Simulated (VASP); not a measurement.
Input of a VASP 6.6.1 run:

INCAR

```
SYSTEM = PrScO
PREC = Accurate
ENCUT = 600
EDIFF = 1E-6
ISMEAR = 0
SIGMA = 0.1
LREAL = .FALSE.
LASPH = .TRUE.
NELM = 200
ALGO = Normal
ISIF = 2
LWAVE = .FALSE.
LCHARG = .TRUE.
GGA = PE
LELF = .TRUE.
LVHAR = .TRUE.
NBANDS = 37
GGA_COMPAT = .FALSE.
LMAXMIX = 6
```

The input KPOINTS:

```
regular mesh
0
G
  6 6 2
  0 0 0
```

POSCAR

```
PrScO
1.0
    3.2299348557      0.0000000000      0.0000000000
    0.0000000000      3.2299348557      0.0000000000
    0.0000000000      0.0000000000     10.7258671820
Pr Sc O
2 2 2
Direct
    0.0000000000      0.5000000000      0.6465976689
    0.5000000000      0.0000000000      0.3534023311
    0.0000000000      0.5000000000      0.1088989186
    0.5000000000      0.0000000000      0.8911010814
    0.0000000000      0.5000000000      0.9072656257
    0.5000000000      0.0000000000      0.0927343743
```

Potentials or basis: VASP PAW PBE potentials, release 64 (Pr_3, Sc_sv, O), 4f in core.

The run is started by

```console
$ cat potpaw_PBE.64/Pr_3/POTCAR potpaw_PBE.64/Sc_sv/POTCAR potpaw_PBE.64/O/POTCAR > POTCAR
$ mpirun -np 1 vasp_std > vasp.out
```

Q: Estimate the pressure.

A: 0.3 GPa.

Q: Estimate the largest force.

A: 0.048 eV/Å.

Q: Estimate the band gap on the k mesh.

A: Zero (bands 28 and 29 overlap by 1.03 eV).

Forces on the atoms (eV/Å):
```
Pr   0.000  0.000  0.003
Pr   0.000  0.000 -0.003
Sc   0.000  0.000  0.048
Sc   0.000  0.000 -0.048
O    0.000  0.000 -0.038
O    0.000  0.000  0.038
```

Caveat: spin-orbit coupling is left out, which moves the levels of the heavy elements; the 4f electrons are frozen in the core, so they carry no moment and show no levels; the run has no spin polarisation, though such a crystal can be magnetic. Spin polarisation is off, so any magnetic state and its effect on volume and gap are missing.
